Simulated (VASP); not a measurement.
Set up this calculation in VASP 6.6.1, as the native input.

```yaml
Task: single point
Functional: PBEsol
Potentials_or_basis: VASP PAW PBE potentials, release 64 (Ag)
Cutoff: 520 eV
k_mesh: 22 × 22 × 22
Occupations: gaussian, width 0.15 eV
Spin: no spin polarisation
Dipole_correction: no
Further_INCAR_settings: ALGO = Fast; EDIFF = 1e-07; NBANDS = 12
```

The structure of Ag lies in POSCAR:

```
Ag
1.0
   -1.4750942820      1.4750942820      2.0857833148
    1.4750942820     -1.4750942820      2.0857833148
    1.4750942820      1.4750942820     -2.0857833148
Ag
1
Direct
    0.0000000000      0.0000000000      0.0000000000
```

This cell differs from its parent crystal: ratio of the length along z to the lengths across it x 1.414, volume and fractional coordinates fixed.

One way to write it, as run:

INCAR

```
  PREC = Accurate
  ENCUT = 520
  EDIFF = 1E-7
  ISMEAR = 0
  SIGMA = 0.15
  LREAL = False
  LASPH = True
  NELM = 60
  ALGO = Fast
  ISIF = 2
  LWAVE = False
  LCHARG = False
  GGA = PS
  NBANDS = 12
```

KPOINTS

```
regular mesh
0
Gamma
  22 22 22
```

Potentials or basis: VASP PAW PBE potentials, release 64 (Ag).

Launch:

```console
$ cat potpaw_PBE.64/Ag/POTCAR > POTCAR
$ mpirun -np 1 vasp_std > vasp.out
```

It gave:

The pressure is -8.1 GPa. The band gap on the k mesh is zero (an odd number of electrons rules out a gap without spin polarisation).

Caveat: the cell stands under tension; the PAW data sets were made with another functional, which shifts forces and pressure a little.

Run time: 100 s on 1 thread of AMD EPYC 9R45 96-Core Processor (Zen 5), with other jobs on the host, peak memory 0.26 GiB.
